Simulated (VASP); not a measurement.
# TaRu (R-3m) in VASP: a series of runs, part 2 of 2

VASP 6.6.1. The steps go on from the part before.

## 3. Electric field gradients, LDA (equal xy, yz and zx shear strains of +2 %)

INCAR reads:

```
SYSTEM = TaRu
ALGO = Normal ; EDIFF = 1E-8
ENCUT = 400 ; GGA_COMPAT = .False.
ISIF = 2 ; ISMEAR = -1
LASPH = .True. ; LCHARG = .False.
LEFG = .True. ; LREAL = .False.
LWAVE = .False. ; NBANDS = 20
NELM = 120 ; PREC = Accurate
SIGMA = 0.03
```

KPOINTS reads:

```
k-points
0
Gamma
  13 13 13
  0 0 0
```

POSCAR reads:

```
TaRu
1.0
    3.1870000000      0.0318700000      0.0318700000
    0.0318700000      3.1870000000      0.0318700000
    0.0318700000      0.0318700000      3.1870000000
Ta Ru
1 1
Direct
    0.5000000000      0.5000000000      0.5000000000
    0.0000000000      0.0000000000      0.0000000000
```

Potentials or basis: VASP PAW LDA potentials, release 64 (Ta_pv, Ru_pv).

Command:

```bash
$ cat potpaw_LDA.64/Ta_pv/POTCAR potpaw_LDA.64/Ru_pv/POTCAR > POTCAR
$ mpirun -np 1 vasp_std > vasp.out
```

OUTCAR:

```text
SYSTEM = TaRu
   EDIFF = 1E-8
   ENCUT = 400
   ISIF = 2
   ISMEAR = -1
   LASPH = .True.
   LREAL = .False.
   NELM = 120
   PREC = Accurate

 ion  position               nearest neighbor table
   1  0.500  0.500  0.500-   2 2.74   2 2.74   2 2.74   2 2.74   2 2.74   2 2.74   2 2.82   2 2.82

   2  0.000  0.000  0.000-   1 2.74   1 2.74   1 2.74   1 2.74   1 2.74   1 2.74   1 2.82   1 2.82

  LATTYP: Found a trigonal (rhomboedric) cell.
 ALAT       =     3.1873186841
 COS(alpha) =     0.0200959808

  Lattice vectors:

 A1 = (   3.1870000000,   0.0318700000,   0.0318700000)
 A2 = (   0.0318700000,   3.1870000000,   0.0318700000)
 A3 = (   0.0318700000,   0.0318700000,   3.1870000000)

Analysis of symmetry for initial positions (statically):
=====================================================================
 Subroutine PRICEL returns:
 Original cell was already a primitive cell.

 Routine SETGRP: Setting up the symmetry group for a
 trigonal (rhombohedral) supercell.

 Subroutine GETGRP returns: Found 12 space group operations
 (whereof 12 operations were pure point group operations)
 out of a pool of 12 trial point group operations.

The static configuration has the point symmetry D_3d.

Analysis of symmetry for dynamics (positions and initial velocities):
=====================================================================
 Subroutine PRICEL returns:
 Original cell was already a primitive cell.

 Routine SETGRP: Setting up the symmetry group for a
 trigonal (rhombohedral) supercell.

 Subroutine GETGRP returns: Found 12 space group operations
 (whereof 12 operations were pure point group operations)
 out of a pool of 12 trial point group operations.

The dynamic configuration has the point symmetry D_3d.

 Subroutine INISYM returns: Found 12 space group operations
 (whereof 12 operations are pure point group operations),
 and found     1 'primitive' translations

----------------------------------------------------------------------------------------

                                     Primitive cell

  volume of cell :      32.3606

  direct lattice vectors                    reciprocal lattice vectors
     3.187000000  0.031870000  0.031870000     0.313836856 -0.003107296 -0.003107296
     0.031870000  3.187000000  0.031870000    -0.003107296  0.313836856 -0.003107296
     0.031870000  0.031870000  3.187000000    -0.003107296 -0.003107296  0.313836856

  length of vectors
     3.187318684  3.187318684  3.187318684     0.313867619  0.313867619  0.313867619

  position of ions in fractional coordinates (direct lattice)
     0.500000000  0.500000000  0.500000000
     0.000000000  0.000000000  0.000000000

  ion indices of the primitive-cell ions
   primitive index   ion index
                 1           1
                 2           2

----------------------------------------------------------------------------------------

 KPOINTS: k-points

Automatic generation of k-mesh.
 Grid dimensions read from file:
 generate k-points for:   13   13   13

 Generating k-lattice:

[... 69 lines left out ...]
   POTIM  = 0.5000    time-step for ionic-motion
   TEBEG  =    0.0;   TEEND  =   0.0 temperature during run
   PSTRESS=    0.0 pullay stress
   NELECT =      25.0000    total number of electrons
   NUPDOWN=      -1.0000    fix difference up-down
   EMIN   =  10.00;   EMAX   =-10.00  energy-range for DOS
   EFERMI =   0.00;   METHOD = LEGACY
   ISMEAR =    -1;   SIGMA  =   0.03  broadening in eV -4-tet -1-fermi 0-gaus
   EFERMI_NEDOS =   21; number of points for ismear=-14 and -15
   IALGO  =     38    algorithm
   IMIX   =      4    mixing-type and parameters
     AMIX     =   0.40;   BMIX     =  1.00
     AMIX_MAG =   1.60;   BMIX_MAG =  1.00
  volume/ion in A,a.u.               =      16.18       109.19
  Fermi-wavevector in a.u.,A,eV,Ry     =   1.502159  2.838669 30.701299  2.256482
  Thomas-Fermi vector in A             =   2.613436
   LORBIT       =      0    0 simple, 1 ext, 2 COOP (PROOUT), +10 PAW based schemes
   GGA     = CA    functional components
   LHFCALC =     F    Hartree Fock is set to
   AEXX    =    0.0000 exact exchange contribution
   IVDW    =     0    specifies the selected vdW correction
   LEPSILON=     F    determine dielectric tensor
   LRPA    =     F    only Hartree local field effects (RPA)
 non-spin polarized calculation
  energy-cutoff  :      400.00
  volume of cell :       32.36
 maximum number of plane-waves:       609
 NGX is ok and might be reduce to    24
   NGX = 11   NGY = 11   NGZ = 11

 number of electron      24.9999992 magnetization

 Free energy of the ion-electron system (eV)
  ---------------------------------------------------
  ext. energy  EPLUGINS =         0.00000000
  ---------------------------------------------------
  free energy    TOTEN  =       -23.89761286 eV

  energy without entropy =      -23.88745227  energy(sigma->0) =      -23.89253257

 E-fermi :   9.1607     XC(G=0): -13.3523

 val. band max:        9.1569496745   @ k =   0.4615   0.1538   0.0769
 cond. band min:       9.1613706258   @ k =  -0.4615   0.3846   0.3846
 fundamental gap:      0.0044209514
 Fermi energy:         9.1606508868

 k-point     1 :       0.0000    0.0000    0.0000
  band No.  band energies     occupation
      1     -33.8034      2.00000
      2     -33.8034      2.00000
      3     -33.7568      2.00000
      4     -25.7064      2.00000
      5     -25.7064      2.00000
      6     -25.6937      2.00000
[... 541 lines left out ...]
     19      19.1716      0.00000
     20      21.0977      0.00000

 [... further k-points ...]

------------------------ aborting loop because EDIFF is reached ----------------------------------------

  FORCE on cell =-STRESS in cart. coord.  units (eV):
  Direction    XX          YY          ZZ          XY          YZ          ZX
  --------------------------------------------------------------------------------------
  -------------------------------------------------------------------------------------
  Total       -3.1640056     -3.1640056     -3.1640056     -0.2647833     -0.2647833     -0.2647833
  in kB     -156.6502432   -156.6502432   -156.6502432    -13.1094509    -13.1094509    -13.1094509
  external PRESSURE =    -156.6502432 kB  Pullay stress =       0.0000000 kB

 VOLUME and BASIS-vectors are now :
 -----------------------------------------------------------------------------
  energy-cutoff  :      400.00
  volume of cell :       32.36
      direct lattice vectors                 reciprocal lattice vectors
     3.187000000  0.031870000  0.031870000     0.313836856 -0.003107296 -0.003107296
     0.031870000  3.187000000  0.031870000    -0.003107296  0.313836856 -0.003107296
     0.031870000  0.031870000  3.187000000    -0.003107296 -0.003107296  0.313836856

 POSITION                                       TOTAL-FORCE (eV/Angst)
 -----------------------------------------------------------------------------------
      1.62537      1.62537      1.62537         0.000000      0.000000      0.000000
      0.00000      0.00000      0.00000        -0.000000     -0.000000     -0.000000
 -----------------------------------------------------------------------------------
    total drift:                               -0.000000      0.000000     -0.000000

  FREE ENERGIE OF THE ION-ELECTRON SYSTEM (eV)
  ---------------------------------------------------
  free  energy   TOTEN  =       -23.8976128593 eV

  energy  without entropy=      -23.8874522742  energy(sigma->0) =      -23.89253257

 Electric field gradients (V/A^2)
---------------------------------------------------------------------
 ion       V_xx      V_yy      V_zz      V_xy      V_xz      V_yz
---------------------------------------------------------------------
   1       0.000    -0.000     0.000     3.159     3.159     3.159
   2       0.000     0.000     0.000    -3.934    -3.934    -3.934
---------------------------------------------------------------------

 Electric field gradients after diagonalization (V/A^2)
 (convention: |V_zz| > |V_xx| > |V_yy|)
----------------------------------------------------------------------
 ion       V_xx      V_yy      V_zz     asymmetry (V_yy - V_xx)/ V_zz
----------------------------------------------------------------------
   1      -3.159    -3.159     6.317       0.000
   2       3.934     3.934    -7.867       0.000
----------------------------------------------------------------------

           NMR quadrupolar parameters

 Cq : quadrupolar parameter    Cq=e*Q*V_zz/h
 eta: asymmetry parameters     (V_yy - V_xx)/ V_zz
 Q  : nuclear electric quadrupole moment in mb (millibarn)
----------------------------------------------------------------------
 ion       Cq(MHz)       eta       Q (mb)
----------------------------------------------------------------------
   1       0.015       0.000       1.000
   2      -0.019       0.000       1.000
----------------------------------------------------------------------
```

OSZICAR:

```text
N       E                     dE             d eps       ncg     rms          rms(c)
DAV:   1     0.196214673434E+03    0.19621E+03   -0.12289E+04  9272   0.105E+03
DAV:   2    -0.204063420051E+02   -0.21662E+03   -0.21209E+03 10152   0.354E+02
DAV:   3    -0.251345903867E+02   -0.47282E+01   -0.46802E+01 10832   0.545E+01
DAV:   4    -0.251699062078E+02   -0.35316E-01   -0.35231E-01 11052   0.480E+00
DAV:   5    -0.251704906326E+02   -0.58442E-03   -0.58417E-03 11160   0.536E-01    0.172E+01
DAV:   6    -0.241374192868E+02    0.10331E+01   -0.15671E+00 10472   0.108E+01    0.681E+00
DAV:   7    -0.240285265715E+02    0.10889E+00   -0.12886E+00 10284   0.595E+00    0.324E+00
DAV:   8    -0.239033844890E+02    0.12514E+00   -0.66781E-01 10316   0.440E+00    0.593E-01
DAV:   9    -0.238979479845E+02    0.54365E-02   -0.10814E-02 10812   0.858E-01    0.209E-01
DAV:  10    -0.238976121116E+02    0.33587E-03   -0.38347E-04 11940   0.160E-01    0.488E-02
DAV:  11    -0.238976130748E+02   -0.96314E-06   -0.10738E-05 10632   0.241E-02    0.197E-02
DAV:  12    -0.238976128497E+02    0.22504E-06   -0.43093E-06 10740   0.134E-02    0.147E-03
DAV:  13    -0.238976128614E+02   -0.11674E-07   -0.97167E-08 11220   0.216E-03    0.455E-04
DAV:  14    -0.238976128593E+02    0.21196E-08   -0.30879E-09  7072   0.407E-04
   1 F= -.23897613E+02 E0= -.23892533E+02  d E =-.101606E-01
```

It took 2 min on 1 thread of AMD EPYC 7R43 (Zen 3), shared host; peak memory 0.17 GiB.

Results:

- Free energy: -23.8976 eV
- Pressure: -15.7 GPa
- Band gap on the k mesh: zero (an odd number of electrons rules out a gap without spin polarisation)
- Largest electric field gradient by atom: Ta +6.3; Ru -7.9 V/Å²

Stress tensor (GPa, compression positive):
```
-15.67  -1.31  -1.31
 -1.31 -15.67  -1.31
 -1.31  -1.31 -15.67
```

Levels at points of the mesh, in eV from the Fermi level:
```csv
k point,band 10,band 11,band 12,band 13,band 14,band 15
"(0.00, 0.00, 0.00)",-2.48,-2.48,-2.09,0.98,0.98,3.67
```

Electric field gradients, principal values (V/Å²):
```tsv
atom	least	middle	greatest (by size)
1 Ta	-3.159	-3.159	6.317
2 Ru	3.934	3.934	-7.867
```

Caveat: the cell differs from its parent crystal (equal xy, yz and zx shear strains of +2 %); the cell stands under tension; without QUAD_EFG the Cq values of the log hold for a quadrupole moment of 1 mb, not for the nuclei; spin-orbit coupling is left out, which moves the levels of the heavy elements.

## 4. Electric field gradients, LDA (equal xy, yz and zx shear strains of +2 %)

INCAR reads:

```
  PREC = Accurate
  ENCUT = 400
  EDIFF = 1E-8
  ISMEAR = -1
  SIGMA = 0.03
  LREAL = False
  LASPH = True
  NELM = 120
  ALGO = Normal
  ISIF = 2
  LWAVE = False
  LCHARG = False
  LEFG = True
  NBANDS = 20
  GGA_COMPAT = False
```

KPOINTS reads:

```
Automatic mesh
0
Gamma
  13 13 13
```

POSCAR is that of step 3.

Potentials or basis: VASP PAW LDA potentials, release 64 (Ta_pv, Ru_pv).

Command:

```bash
$ cat potpaw_LDA.64/Ta_pv/POTCAR potpaw_LDA.64/Ru_pv/POTCAR > POTCAR
$ mpirun -np 1 vasp_std > vasp.out
```

OUTCAR:

```text
PREC = Accurate
   ENCUT = 400
   EDIFF = 1E-8
   ISMEAR = -1
   LREAL = False
   LASPH = True
   NELM = 120
   ISIF = 2

 ion  position               nearest neighbor table
   1  0.500  0.500  0.500-   2 2.74   2 2.74   2 2.74   2 2.74   2 2.74   2 2.74   2 2.82   2 2.82

   2  0.000  0.000  0.000-   1 2.74   1 2.74   1 2.74   1 2.74   1 2.74   1 2.74   1 2.82   1 2.82

  LATTYP: Found a trigonal (rhomboedric) cell.
 ALAT       =     3.1873186841
 COS(alpha) =     0.0200959808

  Lattice vectors:

 A1 = (   3.1870000000,   0.0318700000,   0.0318700000)
[... 765 lines left out ...]
  ---------------------------------------------------
  free  energy   TOTEN  =       -23.8976128593 eV

  energy  without entropy=      -23.8874522742  energy(sigma->0) =      -23.89253257

 Electric field gradients (V/A^2)
---------------------------------------------------------------------
 ion       V_xx      V_yy      V_zz      V_xy      V_xz      V_yz
---------------------------------------------------------------------
   1       0.000    -0.000     0.000     3.159     3.159     3.159
   2       0.000     0.000     0.000    -3.934    -3.934    -3.934
---------------------------------------------------------------------

 Electric field gradients after diagonalization (V/A^2)
 (convention: |V_zz| > |V_xx| > |V_yy|)
----------------------------------------------------------------------
 ion       V_xx      V_yy      V_zz     asymmetry (V_yy - V_xx)/ V_zz
----------------------------------------------------------------------
   1      -3.159    -3.159     6.317       0.000
   2       3.934     3.934    -7.867       0.000
----------------------------------------------------------------------

           NMR quadrupolar parameters

 Cq : quadrupolar parameter    Cq=e*Q*V_zz/h
 eta: asymmetry parameters     (V_yy - V_xx)/ V_zz
 Q  : nuclear electric quadrupole moment in mb (millibarn)
----------------------------------------------------------------------
 ion       Cq(MHz)       eta       Q (mb)
----------------------------------------------------------------------
   1       0.015       0.000       1.000
   2      -0.019       0.000       1.000
----------------------------------------------------------------------
```

stdout:

```text
POSCAR found type information on POSCAR TaRu
 POSCAR found :  2 types and       2 ions
 scaLAPACK will be used
 LDA part: xc-table for (Slater(with rela. corr.)+CA(PZ))
 , standard interpolation
 POSCAR, INCAR and KPOINTS ok, starting setup
 FFT: planning ... GRIDC
 FFT: planning ... GRID_SOFT
 FFT: planning ... GRID
 WAVECAR not read
 entering main loop
ion   1

ion   2
```

Run time: 1.9 min. Hardware: 1 thread of AMD EPYC 7R43 (Zen 3), shared host; peak memory 0.17 GiB.

What came out:

```
Free energy                             : -23.8976 eV
Pressure                                : -15.7 GPa
Band gap on the k mesh                  : zero (an odd number of electrons rules out a gap without spin polarisation)
Largest electric field gradient by atom : Ta +6.3; Ru -7.9 V/Å²
```

Levels at points of the mesh, in eV from the Fermi level:
```
           k point  band 9  band 10  band 11  band 12  band 13  band 14  band 15  band 16
(0.00, 0.00, 0.00)   -5.81    -2.48    -2.48    -2.09     0.98     0.98     3.67     4.10
```

Electric field gradients, principal values (V/Å²):
| atom | least | middle | greatest (by size) |
| --- | --- | --- | --- |
| 1 Ta | -3.159 | -3.159 | 6.317 |
| 2 Ru | 3.934 | 3.934 | -7.867 |

Caveat: the cell differs from its parent crystal (equal xy, yz and zx shear strains of +2 %); the cell stands under tension; without QUAD_EFG the Cq values of the log hold for a quadrupole moment of 1 mb, not for the nuclei; spin-orbit coupling is left out, which moves the levels of the heavy elements.
